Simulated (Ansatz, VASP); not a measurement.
Given: the input of a run of VASP 6.6.1 on TaSi2.

Contents of INCAR:

```
SYSTEM = TaSi2
ALGO = Normal
EDIFF = 1E-6
EDIFFG = -0.01
ENCUT = 600
IBRION = 2
ISIF = 3
ISMEAR = -1
LASPH = .True.
LCHARG = .False.
LREAL = .False.
LWAVE = .False.
NELM = 60
NSW = 60
PREC = Accurate
SIGMA = 0.05
```

The input KPOINTS:

```
k-points
0
Gamma
  7 7 4
  0 0 0
```

The input POSCAR:

```
TaSi2
1.0
    4.7800000000      0.0000000000      0.0000000000
   -2.3900000000      4.1396014301      0.0000000000
    0.0000000000      0.0000000000      6.5640000000
Ta Si
3 6
Direct
    0.0000000000      0.5000000000      0.1666666667
    0.5000000000      0.5000000000      0.8333333333
    0.5000000000      0.0000000000      0.5000000000
    0.3333000000      0.1666500000      0.1666666667
    0.1666500000      0.8333500000      0.8333333333
    0.8333500000      0.6667000000      0.5000000000
    0.6667000000      0.8333500000      0.1666666667
    0.8333500000      0.1666500000      0.8333333333
    0.1666500000      0.3333000000      0.5000000000
```

Potentials or basis: VASP PAW LDA potentials, release 64 (Ta_pv, Si).

The run is started by

```console
$ cat potpaw_LDA.64/Ta_pv/POTCAR potpaw_LDA.64/Si/POTCAR > POTCAR
$ mpirun -np 1 vasp_std > vasp.out
```

Translate it to Ansatz 0.2.0. Potentials there: Ansatz PAW.

As run (the cutoff follows the program's own potentials):

Contents of input.yaml:

```yaml
crystal:
  lattice:
    - [4.78, 0.0, 0.0]
    - [-2.39, 4.1396014301, 0.0]
    - [0.0, 0.0, 6.564]
  atoms:
    - { symbol: Ta, position: [0.0, 0.5, 0.1666666667] }
    - { symbol: Ta, position: [0.5, 0.5, 0.8333333333] }
    - { symbol: Ta, position: [0.5, 0.0, 0.5] }
    - { symbol: Si, position: [0.3333, 0.16665, 0.1666666667] }
    - { symbol: Si, position: [0.16665, 0.83335, 0.8333333333] }
    - { symbol: Si, position: [0.83335, 0.6667, 0.5] }
    - { symbol: Si, position: [0.6667, 0.83335, 0.1666666667] }
    - { symbol: Si, position: [0.83335, 0.16665, 0.8333333333] }
    - { symbol: Si, position: [0.16665, 0.3333, 0.5] }
hamiltonian:
  xc: lda
  pseudopotentials: { kind: paw }
kpoints:
  mp_grid: { grid: [7, 7, 4] }
scf:
  occupations: { method: fermi_dirac, width: 0.05 }
output:
  forces: true
  stress: true
  eigenvalues: true
relax:
  f_tol: 0.01
  max_steps: 40
  cell: { stress_tol: 0.05 }
```

Potentials or basis: Ansatz PAW.

Launch:

```bash
$ ansatz run input.yaml --threads 4 --pin off --max-ram 11264MiB --backend cpu --events-out ev --progress --plain --runs-dir out
```

Both were run:

|  | VASP | Ansatz | Ansatz less VASP |
| --- | --- | --- | --- |
| gap on the k mesh at the Fermi level, each at its own relaxed structure (eV) | none | none | - |
| relaxed volume (Å³/atom) | 14.08 | 14.04 | -0.045 |
| relaxed cell length with the largest relative difference (Å) | 4.734 | 4.729 | -0.0054 |

LDA's correlation is that of Perdew and Zunger in VASP and of Perdew and Wang (1992) in Ansatz. A gap of «none» marks a metal or a gap that the smearing closes. VASP's potentials hold 57 valence electrons a cell and Ansatz's 63, so a difference there can come from the potentials and not from the codes.

Neither program's run includes spin-orbit coupling. Noted on Ansatz's run: the plane-wave basis is chosen anew once the cell has moved, so the energies of steps on either side of that aren't comparable.
